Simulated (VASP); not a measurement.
# SiC (Fm-3m) in VASP: notebook

Runs on SiC. Level: r2SCAN+rVV10. Tasks: single point, relaxation of cell and atoms.

Everything below comes from runs of VASP 6.6.1. Logs are shortened: lines on timing, memory, paths and dates and some standing lists are left out, and cuts for length are marked.

**1. The cell of the first run**

The structure is cubic, space group Fm-3m (No. 225). Conventional cell: a = 4.025 Å, b = 4.025 Å, c = 4.025 Å, α = 90.00°, β = 90.00°, γ = 90.00°. Within 2.7 Å of Si (site symmetry m-3m) lie 6 C at 2.01 Å. Within 2.7 Å of C (site symmetry m-3m) lie 6 Si at 2.01 Å.

**2. Single point, r2SCAN+rVV10**

File POSCAR:

```
SiC
1.0
    0.0000000000      2.0123182352      2.0123182352
    2.0123182352      0.0000000000      2.0123182352
    2.0123182352      2.0123182352      0.0000000000
Si C
1 1
Direct
    0.0000000000      0.0000000000      0.0000000000
    0.5000000000      0.5000000000      0.5000000000
```

File INCAR.step1:

```
ALGO     = Normal         # electronic algorithm
EDIFF    = 1E-4           # SCF threshold, eV
ENCUT    = 520            # plane-wave cutoff, eV
GGA      = PE             # functional
ISMEAR   = -1             # smearing method
LASPH    = True           # aspherical terms in the spheres
LCHARG   = False          # write CHGCAR
LREAL    = False          # projectors in reciprocal space
LWAVE    = True           # write WAVECAR
NBANDS   = 11             # bands
NELM     = 60             # most SCF steps
PREC     = Accurate       # precision mode
SIGMA    = 0.03           # smearing width, eV
```

File INCAR.step2:

```
ALGO     = Normal         # electronic algorithm
BPARAM   = 11.95        
CPARAM   = 0.0093       
EDIFF    = 1E-7           # SCF threshold, eV
ENCUT    = 520            # plane-wave cutoff, eV
ISIF     = 2              # what is computed and relaxed
ISMEAR   = -1             # smearing method
ISTART   = 1            
IVDW_NL  = 2            
LASPH    = True           # aspherical terms in the spheres
LCHARG   = True           # write CHGCAR
LELF     = True           # ELF
LMIXTAU  = True         
LREAL    = False          # projectors in reciprocal space
LUSE_VDW = True         
LVHAR    = True         
LWAVE    = False          # write WAVECAR
METAGGA  = R2SCAN         # meta-GGA
NBANDS   = 11             # bands
NELM     = 60             # most SCF steps
PREC     = Accurate       # precision mode
SIGMA    = 0.03           # smearing width, eV
```

File KPOINTS:

```
k-points
0
Gamma
  10 10 10
```

Potentials or basis: VASP PAW PBE potentials, release 64 (Si, C).

Run with:

```sh
> cat potpaw_PBE.64/Si/POTCAR potpaw_PBE.64/C/POTCAR > POTCAR
> cp INCAR.step1 INCAR
> mpirun -np 1 vasp_std > vasp.out
> cp INCAR.step2 INCAR
> mpirun -np 1 vasp_std > vasp.out
```

OUTCAR:

```text
BPARAM = 11.95
   EDIFF = 1E-7
   ENCUT = 520
   ISIF = 2
   ISMEAR = -1
   ISTART = 1
   IVDW_NL = 2
   LASPH = True
   LREAL = False
   METAGGA = R2SCAN
   NELM = 60
   PREC = Accurate

 ion  position               nearest neighbor table
   1  0.000  0.000  0.000-   2 2.01   2 2.01   2 2.01   2 2.01   2 2.01   2 2.01
   2  0.500  0.500  0.500-   1 2.01   1 2.01   1 2.01   1 2.01   1 2.01   1 2.01

  LATTYP: Found a face centered cubic cell.
 ALAT       =     4.0246364704

  Lattice vectors:

 A1 = (   0.0000000000,   2.0123182352,   2.0123182352)
 A2 = (   2.0123182352,   0.0000000000,   2.0123182352)
 A3 = (   2.0123182352,   2.0123182352,   0.0000000000)

Analysis of symmetry for initial positions (statically):
=====================================================================
 Subroutine PRICEL returns:
 Original cell was already a primitive cell.

 Routine SETGRP: Setting up the symmetry group for a
 face centered cubic supercell.

 Subroutine GETGRP returns: Found 48 space group operations
 (whereof 48 operations were pure point group operations)
 out of a pool of 48 trial point group operations.

The static configuration has the point symmetry O_h .

Analysis of symmetry for dynamics (positions and initial velocities):
=====================================================================
 Subroutine PRICEL returns:
 Original cell was already a primitive cell.

 Routine SETGRP: Setting up the symmetry group for a
 face centered cubic supercell.

 Subroutine GETGRP returns: Found 48 space group operations
 (whereof 48 operations were pure point group operations)
 out of a pool of 48 trial point group operations.

The dynamic configuration has the point symmetry O_h .

 Subroutine INISYM returns: Found 48 space group operations
 (whereof 48 operations are pure point group operations),
 and found     1 'primitive' translations

----------------------------------------------------------------------------------------

                                     Primitive cell

  volume of cell :      16.2975

  direct lattice vectors                    reciprocal lattice vectors
     0.000000000  2.012318235  2.012318235    -0.248469646  0.248469646  0.248469646
     2.012318235  0.000000000  2.012318235     0.248469646 -0.248469646  0.248469646
     2.012318235  2.012318235  0.000000000     0.248469646  0.248469646 -0.248469646

  length of vectors
     2.845847740  2.845847740  2.845847740     0.430362051  0.430362051  0.430362051

  position of ions in fractional coordinates (direct lattice)
     0.000000000  0.000000000  0.000000000
     0.500000000  0.500000000  0.500000000

  ion indices of the primitive-cell ions
   primitive index   ion index
                 1           1
                 2           2

----------------------------------------------------------------------------------------

 KPOINTS: k-points

Automatic generation of k-mesh.
 Grid dimensions read from file:
 generate k-points for:   10   10   10

 Generating k-lattice:

  Cartesian coordinates                     Fractional coordinates (reciprocal lattice)
    -0.024846965  0.024846965  0.024846965     0.100000000  0.000000000  0.000000000
     0.024846965 -0.024846965  0.024846965     0.000000000  0.100000000  0.000000000
     0.024846965  0.024846965 -0.024846965     0.000000000  0.000000000  0.100000000

  Length of vectors
     0.043036205  0.043036205  0.043036205

  Shift w.r.t. Gamma in fractional coordinates (k-lattice)
     0.000000000  0.000000000  0.000000000

 Subroutine IBZKPT returns following result:
 ===========================================

 Found     47 irreducible k-points:

 Following reciprocal coordinates:
            Coordinates               Weight
  0.000000  0.000000  0.000000      1.000000
  0.100000  0.000000  0.000000      8.000000
  0.200000  0.000000  0.000000      8.000000
  0.300000  0.000000  0.000000      8.000000
  0.400000  0.000000  0.000000      8.000000
  0.500000  0.000000  0.000000      4.000000
[... 16 lines left out ...]
  0.300000  0.300000  0.000000      6.000000
  0.400000  0.300000  0.000000     24.000000
 [... further k-points ...]
   k-points           NKPTS =     47   k-points in BZ     NKDIM =     47   number of bands    NBANDS=     11
   number of dos      NEDOS =    301   number of ions     NIONS =      2
   total plane-waves  NPLWV =  13824
   dimension x,y,z NGX =    24 NGY =   24 NGZ =   24
   dimension x,y,z NGXF=    48 NGYF=   48 NGZF=   48
   ions per type =               1   1
   NGX,Y,Z   is equivalent  to a cutoff of  14.02, 14.02, 14.02 a.u.
   NGXF,Y,Z  is equivalent  to a cutoff of  28.04, 28.04, 28.04 a.u.
 SYSTEM =  unknown system
   PREC   = accura    normal or accurate (medium, high low for compatibility)
   ISTART =      1    job   : 0-new  1-cont  2-samecut
   ICHARG =      0    charge: 1-file 2-atom 10-const
   ISPIN  =      1    spin polarized calculation?
   LNONCOLLINEAR =      F non collinear calculations
   LSORBIT =      F    spin-orbit coupling
   LASPH  =      T    aspherical Exc in radial PAW
   ENCUT  =  520.0 eV  38.22 Ry    6.18 a.u.   5.29  5.29  5.29*2*pi/ulx,y,z
   NELM   =     60;   NELMIN=  2; NELMDL=  0     # of ELM steps
   EDIFF  = 0.1E-06   stopping-criterion for ELM
   LREAL  =      F    real-space projection
   EDIFFG = 0.1E-05   stopping-criterion for IOM
   NSW    =      0    number of steps for IOM
   IBRION =     -1    ionic relax: 0-MD 1-quasi-New 2-CG
   NFREE  =      0    steps in history (QN), initial steepest desc. (CG)
   ISIF   =      2    stress and relaxation
   ISYM   =      2    0-nonsym 1-usesym 2-fastsym
   POTIM  = 0.5000    time-step for ionic-motion
   TEBEG  =    0.0;   TEEND  =   0.0 temperature during run
   PSTRESS=    0.0 pullay stress
   NELECT =       8.0000    total number of electrons
   NUPDOWN=      -1.0000    fix difference up-down
   EMIN   =  10.00;   EMAX   =-10.00  energy-range for DOS
   EFERMI =   0.00;   METHOD = LEGACY
   ISMEAR =    -1;   SIGMA  =   0.03  broadening in eV -4-tet -1-fermi 0-gaus
   EFERMI_NEDOS =   21; number of points for ismear=-14 and -15
   IALGO  =     38    algorithm
   IMIX   =      4    mixing-type and parameters
     AMIX     =   0.40;   BMIX     =  1.00
     AMIX_MAG =   1.60;   BMIX_MAG =  1.00
  volume/ion in A,a.u.               =       8.15        54.99
  Fermi-wavevector in a.u.,A,eV,Ry     =   1.291412  2.440415 22.691049  1.667745
  Thomas-Fermi vector in A             =   2.423184
   LORBIT       =      0    0 simple, 1 ext, 2 COOP (PROOUT), +10 PAW based schemes
   METAGGA = R2SCAN    functional components
   LHFCALC =     F    Hartree Fock is set to
   AEXX    =    0.0000 exact exchange contribution
   IVDW_NL    =     2    kernel type
   BPARAM     =11.9500
   IVDW    =     0    specifies the selected vdW correction
   LEPSILON=     F    determine dielectric tensor
   LRPA    =     F    only Hartree local field effects (RPA)
 non-spin polarized calculation
  energy-cutoff  :      520.00
  volume of cell :       16.30
 maximum number of plane-waves:       448
 NGX is ok and might be reduce to    24
   NGX = 11   NGY = 11   NGZ = 11

 number of electron       8.0000000 magnetization

 Free energy of the ion-electron system (eV)
  ---------------------------------------------------
  ext. energy  EPLUGINS =         0.00000000
  ---------------------------------------------------
  free energy    TOTEN  =       -17.59842182 eV

  energy without entropy =      -17.59783484  energy(sigma->0) =      -17.59812833

 E-fermi :  12.7370     XC(G=0): -13.5290

 val. band max:       12.6952530971   @ k =   0.0000   0.0000   0.0000
 cond. band min:      12.7609482376   @ k =  -0.1000   0.1000   0.0000
 fundamental gap:      0.0656951405
 Fermi energy:        12.7369966863

 k-point     1 :       0.0000    0.0000    0.0000
  band No.  band energies     occupation
      1      -6.9723      2.00000
      2      12.6953      1.60165
      3      12.6953      1.60165
      4      12.6953      1.60165
      5      21.1569      0.00000
      6      22.0828      0.00000
      7      22.0828      0.00000
      8      22.0828      0.00000
      9      26.6244      0.00000
     10      26.6244      0.00000
     11      26.6244      0.00000

 k-point     2 :       0.1000    0.0000    0.0000
  band No.  band energies     occupation
      1      -6.7150      2.00000
      2      11.3335      2.00000
      3      12.5287      1.99807
      4      12.5287      1.99807
      5      21.1487      0.00000
      6      22.3881      0.00000
      7      22.4691      0.00000
      8      22.4691      0.00000
      9      24.3730      0.00000
     10      24.3730      0.00000
     11      26.4037      0.00000

 k-point     3 :       0.2000    0.0000    0.0000
  band No.  band energies     occupation
      1      -5.9480      2.00000
      2       8.4522      2.00000
      3      12.1597      2.00000
      4      12.1597      2.00000
      5      20.3202      0.00000
      6      21.4500      0.00000
      7      21.4500      0.00000
      8      23.9506      0.00000
      9      24.7965      0.00000
     10      24.7965      0.00000
     11      25.8557      0.00000
[... 267 lines left out ...]
 k-point    23 :       0.3000    0.3000    0.0000
  band No.  band energies     occupation
      1      -3.9414      2.00000
      2       7.6350      2.00000
      3       9.1921      2.00000
      4       9.1921      2.00000
      5      14.3705      0.00000
      6      16.9789      0.00000
      7      26.3924      0.00000
      8      26.9665      0.00000
      9      26.9665      0.00000
     10      30.0878      0.00000
     11      32.9818      0.00000

 k-point    24 :       0.4000    0.3000    0.0000
  band No.  band energies     occupation
      1      -2.7286      2.00000
      2       5.8670      2.00000
      3       7.9268      2.00000
      4       8.8387      2.00000
      5      13.9492      0.00000
      6      17.3502      0.00000
      7      26.1042      0.00000
      8      26.4394      0.00000
      9      28.2712      0.00000
     10      32.4783      0.00000
     11      34.1684      0.00000

 [... further k-points ...]

------------------------ aborting loop because EDIFF is reached ----------------------------------------

  FORCE on cell =-STRESS in cart. coord.  units (eV):
  Direction    XX          YY          ZZ          XY          YZ          ZX
  --------------------------------------------------------------------------------------
  -------------------------------------------------------------------------------------
  Total        0.0382063      0.0382063      0.0382063     -0.0000000     -0.0000000     -0.0000000
  in kB        3.7560010      3.7560010      3.7560010     -0.0000000     -0.0000000     -0.0000000
  external PRESSURE =       3.7560010 kB  Pullay stress =       0.0000000 kB

 VOLUME and BASIS-vectors are now :
 -----------------------------------------------------------------------------
  energy-cutoff  :      520.00
  volume of cell :       16.30
      direct lattice vectors                 reciprocal lattice vectors
     0.000000000  2.012318235  2.012318235    -0.248469646  0.248469646  0.248469646
     2.012318235  0.000000000  2.012318235     0.248469646 -0.248469646  0.248469646
     2.012318235  2.012318235  0.000000000     0.248469646  0.248469646 -0.248469646

 POSITION                                       TOTAL-FORCE (eV/Angst)
 -----------------------------------------------------------------------------------
      0.00000      0.00000      0.00000        -0.000000     -0.000000     -0.000000
      2.01232      2.01232      2.01232         0.000000      0.000000      0.000000
 -----------------------------------------------------------------------------------
    total drift:                               -0.000000     -0.000000      0.000000

  FREE ENERGIE OF THE ION-ELECTRON SYSTEM (eV)
  ---------------------------------------------------
  free  energy   TOTEN  =       -17.5984218243 eV

  energy  without entropy=      -17.5978348408  energy(sigma->0) =      -17.59812833
```

Wall time 29 s (1 thread of Intel Xeon 6975P-C (Granite Rapids), shared host); peak memory 0.2 GiB.

Results:

```
Free energy            : -17.5984 eV
Pressure               : 0.4 GPa
Band gap on the k mesh : zero (bands 4 and 5 overlap by 0.68 eV)
```

Caveat: semilocal functionals underestimate gaps, so a narrow gap can read as zero; the PAW data sets were made with another functional, which shifts forces and pressure a little.

(Continued in part 2 of 2.)
